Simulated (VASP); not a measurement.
A run of VASP 6.6.1 is set up as follows.

File INCAR:

```
PREC     = Accurate       # precision mode
ENCUT    = 600            # plane-wave cutoff, eV
EDIFF    = 1E-6           # SCF threshold, eV
ISMEAR   = -1             # smearing method
SIGMA    = 0.05           # smearing width, eV
LREAL    = F              # projectors in reciprocal space
LASPH    = T              # aspherical terms in the spheres
NELM     = 120            # most SCF steps
ALGO     = Normal         # electronic algorithm
ISIF     = 2              # what is computed and relaxed
LWAVE    = F              # write WAVECAR
LCHARG   = F              # write CHGCAR
GGA      = PS             # functional
NBANDS   = 7              # bands
GGA_COMPAT= F
```

Contents of KPOINTS:

```
Automatic mesh
0
Gamma
  23 23 23
```

File POSCAR:

```
Be
1.0
    0.0000000000      1.5363317874      1.5363317874
    1.5363317874      0.0000000000      1.5363317874
    1.5363317874      1.5363317874      0.0000000000
Be
1
Direct
    0.0000000000      0.0000000000      0.0000000000
```

Potentials or basis: VASP PAW PBE potentials, release 64 (Be).

Command:

```sh
$ cat potpaw_PBE.64/Be/POTCAR > POTCAR
$ mpirun -np 1 vasp_std > vasp.out
```

Task: Estimate the pressure.

Result: 10.4 GPa.

Task: What does it give for the band gap on the k mesh?

Result: Zero (bands 1 and 2 overlap by 0.69 eV).

Caveat: the cell stands under pressure; the PAW data sets were made with another functional, which shifts forces and pressure a little.
